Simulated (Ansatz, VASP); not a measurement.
**SiSe: VASP beside Ansatz**

```
CELL_PARAMETERS angstrom
3.57107 0.00000 0.00000
-1.78554 3.09263 0.00000
0.00000 0.00000 3.57458
ATOMIC_POSITIONS crystal
Si 0.66667 0.33333 0.50000
Se 0.00000 0.00000 0.00000
```

Change from the starting cell: volume scaled by 0.98.

Alike in both runs: task single point; functional PBE; k mesh 9 × 9 × 7; occupations fermi-dirac, width 0.05 eV; no spin polarisation.

```csv
,VASP,Ansatz
version,VASP 6.6.1,Ansatz 0.2.0
potentials or method,"VASP PAW PBE potentials, release 64 (Si, Se), cutoff 520 eV","all-electron LAPW, scalar-relativistic"
```

VASP gave:

| Property | Result |
| --- | --- |
| gap on the k mesh at the Fermi level (eV) | none |
| pressure (GPa) | 1.6 |
| traceless stress, the component that is largest in VASP (GPa) | 0.91 |

Q: Estimate Ansatz's values.

A: gap on the k mesh at the Fermi level (eV): none; pressure (GPa): 1.5; traceless stress, the component that is largest in VASP (GPa): 0.90.

A gap of «none» marks a metal or a gap that the smearing closes. Ansatz ran all-electron here, and VASP with PAW potentials.
